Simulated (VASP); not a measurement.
# InSb3 (P4/mmm) in VASP: further runs

Runs on InSb3. Level: PBE. Tasks: single point.

Program: VASP 6.6.1. These are calculated values, not measurements. Logs are shortened: lines on timing, memory, paths and dates and some standing lists are left out, and cuts for length are marked.

### 1 The cell of the first run

The structure is tetragonal, space group P4/mmm (No. 123). The conventional cell has a = 5.143 Å, b = 5.143 Å, c = 4.555 Å, α = 90.00°, β = 90.00°, γ = 90.00°. In (site symmetry 4/mmm) has 12 Sb at 3.44 to 3.64 Å and 2 In at 4.56 Å within 4.6 Å. Sb (site symmetry mmm) has 4 In at 3.44 Å and 10 Sb at 3.44 to 4.56 Å within 4.6 Å. Sb (site symmetry 4/mmm) has 10 Sb at 3.44 to 4.56 Å and 4 In at 3.64 Å within 4.6 Å.

### 2 Single point, PBE (30.12 Å³/atom)

Input file INCAR:

```
  PREC = Accurate
  ENCUT = 520
  EDIFF = 1E-6
  ISMEAR = 0
  SIGMA = 0.15
  LREAL = False
  LASPH = True
  NELM = 80
  ALGO = Normal
  ISIF = 2
  LWAVE = False
  LCHARG = True
  GGA = PE
  LELF = True
  LVHAR = True
  NBANDS = 22
```

Input file KPOINTS:

```
Automatic mesh
0
Gamma
  10 10 10
```

Input file POSCAR:

```
InSb3
1.0
    5.1428591673      0.0000000000      0.0000000000
    0.0000000000      5.1428591673      0.0000000000
    0.0000000000      0.0000000000      4.5550303645
In Sb
1 3
Direct
    0.0000000000      0.0000000000      0.0000000000
    0.5000000000      0.0000000000      0.5000000000
    0.0000000000      0.5000000000      0.5000000000
    0.5000000000      0.5000000000      0.0000000000
```

Potentials or basis: VASP PAW PBE potentials, release 64 (In_d, Sb).

Command:

```sh
$ cat potpaw_PBE.64/In_d/POTCAR potpaw_PBE.64/Sb/POTCAR > POTCAR
$ mpirun -np 1 vasp_std > vasp.out
```

OUTCAR:

```text
PREC = Accurate
   ENCUT = 520
   EDIFF = 1E-6
   ISMEAR = 0
   LREAL = False
   LASPH = True
   NELM = 80
   ISIF = 2
   GGA = PE

 ion  position               nearest neighbor table
   1  0.000  0.000  0.000-   2 3.44   3 3.44   2 3.44   3 3.44   3 3.44   3 3.44   2 3.44   2 3.44
                             4 3.64   4 3.64   4 3.64   4 3.64
   2  0.500  0.000  0.500-   1 3.44   4 3.44   1 3.44   4 3.44   4 3.44   4 3.44   1 3.44   1 3.44
                             3 3.64   3 3.64   3 3.64   3 3.64
   3  0.000  0.500  0.500-   1 3.44   4 3.44   1 3.44   4 3.44   1 3.44   1 3.44   4 3.44   4 3.44
                             2 3.64   2 3.64   2 3.64   2 3.64
   4  0.500  0.500  0.000-   2 3.44   3 3.44   2 3.44   3 3.44   2 3.44   2 3.44   3 3.44   3 3.44
                             1 3.64   1 3.64   1 3.64   1 3.64

  LATTYP: Found a simple tetragonal cell.
 ALAT       =     5.1428591673
 C/A-ratio  =     0.8857000000

  Lattice vectors:

 A1 = (   5.1428591673,   0.0000000000,   0.0000000000)
 A2 = (   0.0000000000,   5.1428591673,   0.0000000000)
 A3 = (   0.0000000000,   0.0000000000,   4.5550303645)

Analysis of symmetry for initial positions (statically):
=====================================================================
 Subroutine PRICEL returns:
 Original cell was already a primitive cell.

 Routine SETGRP: Setting up the symmetry group for a
 simple tetragonal supercell.

 Subroutine GETGRP returns: Found 16 space group operations
 (whereof 16 operations were pure point group operations)
 out of a pool of 16 trial point group operations.

The static configuration has the point symmetry D_4h.

Analysis of symmetry for dynamics (positions and initial velocities):
=====================================================================
 Subroutine PRICEL returns:
 Original cell was already a primitive cell.

 Routine SETGRP: Setting up the symmetry group for a
 simple tetragonal supercell.

 Subroutine GETGRP returns: Found 16 space group operations
 (whereof 16 operations were pure point group operations)
 out of a pool of 16 trial point group operations.

The dynamic configuration has the point symmetry D_4h.

 Subroutine INISYM returns: Found 16 space group operations
 (whereof 16 operations are pure point group operations),
 and found     1 'primitive' translations

----------------------------------------------------------------------------------------

                                     Primitive cell

  volume of cell :     120.4760

  direct lattice vectors                    reciprocal lattice vectors
     5.142859167  0.000000000  0.000000000     0.194444368  0.000000000  0.000000000
     0.000000000  5.142859167  0.000000000     0.000000000  0.194444368  0.000000000
     0.000000000  0.000000000  4.555030365     0.000000000  0.000000000  0.219537505

  length of vectors
     5.142859167  5.142859167  4.555030365     0.194444368  0.194444368  0.219537505

  position of ions in fractional coordinates (direct lattice)
     0.000000000  0.000000000  0.000000000
     0.500000000  0.000000000  0.500000000
     0.000000000  0.500000000  0.500000000
     0.500000000  0.500000000  0.000000000

  ion indices of the primitive-cell ions
   primitive index   ion index
                 1           1
                 2           2
                 3           3
                 4           4

----------------------------------------------------------------------------------------

 KPOINTS: Automatic mesh

Automatic generation of k-mesh.
 Grid dimensions read from file:
 generate k-points for:   10   10   10

 Generating k-lattice:

  Cartesian coordinates                     Fractional coordinates (reciprocal lattice)
     0.019444437  0.000000000  0.000000000     0.100000000  0.000000000  0.000000000
     0.000000000  0.019444437  0.000000000     0.000000000  0.100000000  0.000000000
     0.000000000  0.000000000  0.021953750     0.000000000  0.000000000  0.100000000

  Length of vectors
     0.019444437  0.019444437  0.021953750

  Shift w.r.t. Gamma in fractional coordinates (k-lattice)
     0.000000000  0.000000000  0.000000000

 Subroutine IBZKPT returns following result:
 ===========================================

 Found    126 irreducible k-points:

 Following reciprocal coordinates:
            Coordinates               Weight
  0.000000  0.000000  0.000000      1.000000
  0.100000  0.000000  0.000000      4.000000
  0.200000  0.000000  0.000000      4.000000
  0.300000  0.000000  0.000000      4.000000
  0.400000  0.000000  0.000000      4.000000
  0.500000  0.000000  0.000000      2.000000
[... 16 lines left out ...]
  0.100000  0.000000  0.100000      8.000000
  0.200000  0.000000  0.100000      8.000000
 [... further k-points ...]
   k-points           NKPTS =    126   k-points in BZ     NKDIM =    126   number of bands    NBANDS=     22
   number of dos      NEDOS =    301   number of ions     NIONS =      4
   total plane-waves  NPLWV =  57600
   dimension x,y,z NGX =    40 NGY =   40 NGZ =   36
   dimension x,y,z NGXF=    80 NGYF=   80 NGZF=   72
   ions per type =               1   3
   NGX,Y,Z   is equivalent  to a cutoff of  12.93, 12.93, 13.14 a.u.
   NGXF,Y,Z  is equivalent  to a cutoff of  25.86, 25.86, 26.28 a.u.
 SYSTEM =  unknown system
   PREC   = accura    normal or accurate (medium, high low for compatibility)
   ISTART =      0    job   : 0-new  1-cont  2-samecut
   ICHARG =      2    charge: 1-file 2-atom 10-const
   ISPIN  =      1    spin polarized calculation?
   LNONCOLLINEAR =      F non collinear calculations
   LSORBIT =      F    spin-orbit coupling
   LASPH  =      T    aspherical Exc in radial PAW
   ENCUT  =  520.0 eV  38.22 Ry    6.18 a.u.   9.56  9.56  8.47*2*pi/ulx,y,z
   NELM   =     80;   NELMIN=  2; NELMDL= -5     # of ELM steps
   EDIFF  = 0.1E-05   stopping-criterion for ELM
   LREAL  =      F    real-space projection
   EDIFFG = 0.1E-04   stopping-criterion for IOM
   NSW    =      0    number of steps for IOM
   IBRION =     -1    ionic relax: 0-MD 1-quasi-New 2-CG
   NFREE  =      0    steps in history (QN), initial steepest desc. (CG)
   ISIF   =      2    stress and relaxation
   ISYM   =      2    0-nonsym 1-usesym 2-fastsym
   POTIM  = 0.5000    time-step for ionic-motion
   TEBEG  =    0.0;   TEEND  =   0.0 temperature during run
   PSTRESS=    0.0 pullay stress
   NELECT =      28.0000    total number of electrons
   NUPDOWN=      -1.0000    fix difference up-down
   EMIN   =  10.00;   EMAX   =-10.00  energy-range for DOS
   EFERMI =   0.00;   METHOD = LEGACY
   ISMEAR =     0;   SIGMA  =   0.15  broadening in eV -4-tet -1-fermi 0-gaus
   EFERMI_NEDOS =   21; number of points for ismear=-14 and -15
   IALGO  =     38    algorithm
   IMIX   =      4    mixing-type and parameters
     AMIX     =   0.40;   BMIX     =  1.00
     AMIX_MAG =   1.60;   BMIX_MAG =  1.00
  volume/ion in A,a.u.               =      30.12       203.25
  Fermi-wavevector in a.u.,A,eV,Ry     =   1.006531  1.902069 13.784137  1.013105
  Thomas-Fermi vector in A             =   2.139280
   LORBIT       =      0    0 simple, 1 ext, 2 COOP (PROOUT), +10 PAW based schemes
   GGA     = PE    functional components
   LHFCALC =     F    Hartree Fock is set to
   AEXX    =    0.0000 exact exchange contribution
   IVDW    =     0    specifies the selected vdW correction
   LEPSILON=     F    determine dielectric tensor
   LRPA    =     F    only Hartree local field effects (RPA)
 non-spin polarized calculation
 Gauss-broadening in eV      SIGMA  =   0.15
  energy-cutoff  :      520.00
  volume of cell :      120.48
 maximum number of plane-waves:      3276
 NGX is ok and might be reduce to    40
   NGX = 19   NGY = 19   NGZ = 17

 number of electron      27.9999989 magnetization

 Free energy of the ion-electron system (eV)
  ---------------------------------------------------
  ext. energy  EPLUGINS =         0.00000000
  ---------------------------------------------------
  free energy    TOTEN  =       -14.16500127 eV

  energy without entropy =      -14.14054982  energy(sigma->0) =      -14.15277554

 E-fermi :   6.8019     XC(G=0):  -9.7032

 val. band max:        6.7762230992   @ k =   0.5000   0.4000   0.0000
 cond. band min:       6.8152296487   @ k =   0.3000   0.1000   0.0000
 fundamental gap:      0.0390065496
 Fermi energy:         6.8019384546

 k-point     1 :       0.0000    0.0000    0.0000
  band No.  band energies     occupation
      1      -7.6119      2.00000
      2      -7.5949      2.00000
      3      -7.5915      2.00000
      4      -7.5888      2.00000
      5      -7.5888      2.00000
      6      -4.7536      2.00000
[... 14 lines left out ...]
     21      11.9060      0.00000
     22      12.2521      0.00000

 k-point     2 :       0.1000    0.0000    0.0000
  band No.  band energies     occupation
      1      -7.6110      2.00000
      2      -7.5946      2.00000
      3      -7.5920      2.00000
      4      -7.5893      2.00000
      5      -7.5888      2.00000
      6      -4.7030      2.00000
[... 14 lines left out ...]
     21      12.0279      0.00000
     22      12.4851      0.00000

 k-point     3 :       0.2000    0.0000    0.0000
  band No.  band energies     occupation
      1      -7.6089      2.00000
      2      -7.5939      2.00000
      3      -7.5931      2.00000
      4      -7.5909      2.00000
      5      -7.5887      2.00000
      6      -4.5532      2.00000
[... 14 lines left out ...]
     21      12.2023      0.00000
     22      12.2359      0.00000
[... 476 lines left out ...]
 k-point    23 :       0.1000    0.0000    0.1000
  band No.  band energies     occupation
      1      -7.6104      2.00000
      2      -7.5925      2.00000
      3      -7.5919      2.00000
      4      -7.5907      2.00000
      5      -7.5901      2.00000
      6      -4.6370      2.00000
[... 14 lines left out ...]
     21      11.9599      0.00000
     22      12.2990      0.00000

 k-point    24 :       0.2000    0.0000    0.1000
  band No.  band energies     occupation
      1      -7.6083      2.00000
      2      -7.5931      2.00000
      3      -7.5925      2.00000
      4      -7.5917      2.00000
      5      -7.5900      2.00000
      6      -4.4873      2.00000
[... 14 lines left out ...]
     21      11.9263      0.00000
     22      12.4569      0.00000

 [... further k-points ...]
[... 5 lines left out ...]
  --------------------------------------------------------------------------------------
  -------------------------------------------------------------------------------------
  Total       -2.5021138     -2.5021138     -2.6708825      0.0000000     -0.0000000      0.0000000
  in kB      -33.2749267    -33.2749267    -35.5193343      0.0000000     -0.0000000      0.0000000
  external PRESSURE =     -34.0230626 kB  Pullay stress =       0.0000000 kB

 VOLUME and BASIS-vectors are now :
 -----------------------------------------------------------------------------
  energy-cutoff  :      520.00
  volume of cell :      120.48
      direct lattice vectors                 reciprocal lattice vectors
     5.142859167  0.000000000  0.000000000     0.194444368  0.000000000  0.000000000
     0.000000000  5.142859167  0.000000000     0.000000000  0.194444368  0.000000000
     0.000000000  0.000000000  4.555030365     0.000000000  0.000000000  0.219537505

 POSITION                                       TOTAL-FORCE (eV/Angst)
 -----------------------------------------------------------------------------------
      0.00000      0.00000      0.00000         0.000000      0.000000      0.000000
      2.57143      0.00000      2.27752         0.000000      0.000000      0.000000
      0.00000      2.57143      2.27752         0.000000      0.000000      0.000000
      2.57143      2.57143      0.00000         0.000000      0.000000      0.000000
 -----------------------------------------------------------------------------------
    total drift:                               -0.000000     -0.000000     -0.000000

  FREE ENERGIE OF THE ION-ELECTRON SYSTEM (eV)
  ---------------------------------------------------
  free  energy   TOTEN  =       -14.1650012658 eV

  energy  without entropy=      -14.1405498219  energy(sigma->0) =      -14.15277554
```

Wall time 1.8 min (1 thread of Intel Xeon 6975P-C (Granite Rapids), shared host); peak memory 0.45 GiB.

What came out:

- Free energy: -14.1650 eV
- Pressure: -3.4 GPa
- Band gap on the k mesh: zero (bands 14 and 15 overlap by 3.43 eV)

Levels at points of the mesh, in eV from the Fermi level:
```
           k point  band 11  band 12  band 13  band 14  band 15  band 16  band 17  band 18
(0.00, 0.00, 0.00)    -3.41    -3.18     0.07     0.07     0.59     1.87     2.16     2.16
(0.50, 0.00, 0.00)    -2.18    -2.07    -1.26    -0.48    -0.41     1.34     2.08     2.09
(0.50, 0.50, 0.00)    -0.82    -0.82    -0.72    -0.53    -0.53     0.50     1.84     2.09
(0.00, 0.00, 0.50)    -2.50    -1.83    -1.83    -1.35    -0.99     1.48     1.48     1.98
(0.50, 0.00, 0.50)    -1.87    -1.81    -1.26    -1.11    -1.00    -0.96     1.05     3.17
(0.50, 0.50, 0.50)    -4.50    -4.49    -4.31     2.43     2.50     3.28     3.28     3.76
```

Caveat: the cell stands under tension; spin-orbit coupling is left out, which moves the levels of the heavy elements.

### 3 Single point, PBE (30.12 Å³/atom)

Input file INCAR:

```
SYSTEM = InSb3
PREC = Accurate
ENCUT = 520
EDIFF = 1E-6
ISMEAR = 0
SIGMA = 0.15
LREAL = .False.
LASPH = .True.
NELM = 60
ALGO = Normal
ISIF = 2
LWAVE = .False.
LCHARG = .False.
GGA = PE
NBANDS = 22
```

Input file KPOINTS:

```
Automatic mesh
0
Gamma
  10 10 10
  0 0 0
```

Input file POSCAR:

```
InSb3
1.0
    4.7431719165      0.0000000000      0.0000000000
    0.0000000000      4.7431719165      0.0000000000
    0.0000000000      0.0000000000      5.3550410937
In Sb
1 3
Direct
    0.0000000000      0.0000000000      0.0000000000
    0.5000000000      0.0000000000      0.5000000000
    0.0000000000      0.5000000000      0.5000000000
    0.5000000000      0.5000000000      0.0000000000
```

Potentials or basis: VASP PAW PBE potentials, release 64 (In_d, Sb).

Command:

```sh
$ cat potpaw_PBE.64/In_d/POTCAR potpaw_PBE.64/Sb/POTCAR > POTCAR
$ mpirun -np 1 vasp_std > vasp.out
```

OUTCAR:

```text
SYSTEM = InSb3
   PREC = Accurate
   ENCUT = 520
   EDIFF = 1E-6
   ISMEAR = 0
   LREAL = .False.
   LASPH = .True.
   NELM = 60
   ISIF = 2
   GGA = PE

 ion  position               nearest neighbor table
   1  0.000  0.000  0.000-   4 3.35   4 3.35   4 3.35   4 3.35   3 3.58   3 3.58   3 3.58   3 3.58
                             2 3.58   2 3.58   2 3.58   2 3.58
   2  0.500  0.000  0.500-   3 3.35   3 3.35   3 3.35   3 3.35   4 3.58   1 3.58   4 3.58   4 3.58
                             1 3.58   4 3.58   1 3.58   1 3.58
   3  0.000  0.500  0.500-   2 3.35   2 3.35   2 3.35   2 3.35   4 3.58   1 3.58   1 3.58   1 3.58
                             4 3.58   4 3.58   4 3.58   1 3.58
   4  0.500  0.500  0.000-   1 3.35   1 3.35   1 3.35   1 3.35   3 3.58   2 3.58   2 3.58   2 3.58
                             3 3.58   3 3.58   3 3.58   2 3.58

  LATTYP: Found a simple tetragonal cell.
 ALAT       =     4.7431719165
 C/A-ratio  =     1.1290000000

  Lattice vectors:

 A1 = (   4.7431719165,   0.0000000000,   0.0000000000)
 A2 = (   0.0000000000,   4.7431719165,   0.0000000000)
 A3 = (   0.0000000000,   0.0000000000,   5.3550410937)

Analysis of symmetry for initial positions (statically):
=====================================================================
 Subroutine PRICEL returns:
 Original cell was already a primitive cell.

[... 171 lines left out ...]

  energy without entropy =      -14.12964101  energy(sigma->0) =      -14.14191660

 E-fermi :   6.8000     XC(G=0):  -9.7011

 val. band max:        6.7994956442   @ k =   0.1000   0.0000   0.1000
 cond. band min:       6.8051547768   @ k =   0.5000   0.5000   0.2000
 fundamental gap:      0.0056591326
 Fermi energy:         6.8000255173

 k-point     1 :       0.0000    0.0000    0.0000
  band No.  band energies     occupation
      1      -7.6182      2.00000
      2      -7.5919      2.00000
      3      -7.5919      2.00000
      4      -7.5884      2.00000
      5      -7.5860      2.00000
      6      -4.7623      2.00000
[... 589 lines left out ...]
     21      11.7411      0.00000
     22      12.0635      0.00000

 [... further k-points ...]
[... 5 lines left out ...]
  --------------------------------------------------------------------------------------
  -------------------------------------------------------------------------------------
  Total       -2.4982935     -2.4982935     -2.5130808      0.0000000      0.0000000      0.0000000
  in kB      -33.2241216    -33.2241216    -33.4207735      0.0000000      0.0000000      0.0000000
  external PRESSURE =     -33.2896723 kB  Pullay stress =       0.0000000 kB

 VOLUME and BASIS-vectors are now :
 -----------------------------------------------------------------------------
  energy-cutoff  :      520.00
  volume of cell :      120.48
      direct lattice vectors                 reciprocal lattice vectors
     4.743171916  0.000000000  0.000000000     0.210829381  0.000000000  0.000000000
     0.000000000  4.743171916  0.000000000     0.000000000  0.210829381  0.000000000
     0.000000000  0.000000000  5.355041094     0.000000000  0.000000000  0.186739930

 POSITION                                       TOTAL-FORCE (eV/Angst)
 -----------------------------------------------------------------------------------
      0.00000      0.00000      0.00000         0.000000      0.000000      0.000000
      2.37159      0.00000      2.67752         0.000000      0.000000      0.000000
      0.00000      2.37159      2.67752         0.000000      0.000000      0.000000
      2.37159      2.37159      0.00000         0.000000      0.000000      0.000000
 -----------------------------------------------------------------------------------
    total drift:                                0.000000     -0.000000     -0.000000

  FREE ENERGIE OF THE ION-ELECTRON SYSTEM (eV)
  ---------------------------------------------------
  free  energy   TOTEN  =       -14.1541921868 eV

  energy  without entropy=      -14.1296410142  energy(sigma->0) =      -14.14191660
```

Wall time 89 s (1 thread of Intel Xeon 6975P-C (Granite Rapids), shared host); peak memory 0.43 GiB.

Results:

| Property | Result |
| --- | --- |
| Free energy | -14.1542 eV |
| Pressure | -3.3 GPa |
| Band gap on the k mesh | zero (bands 14 and 15 overlap by 3.40 eV) |

Caveat: the cell stands under tension; spin-orbit coupling is left out, which moves the levels of the heavy elements.

The gap in the log of VASP goes by the Fermi energy; the results here count the filled bands.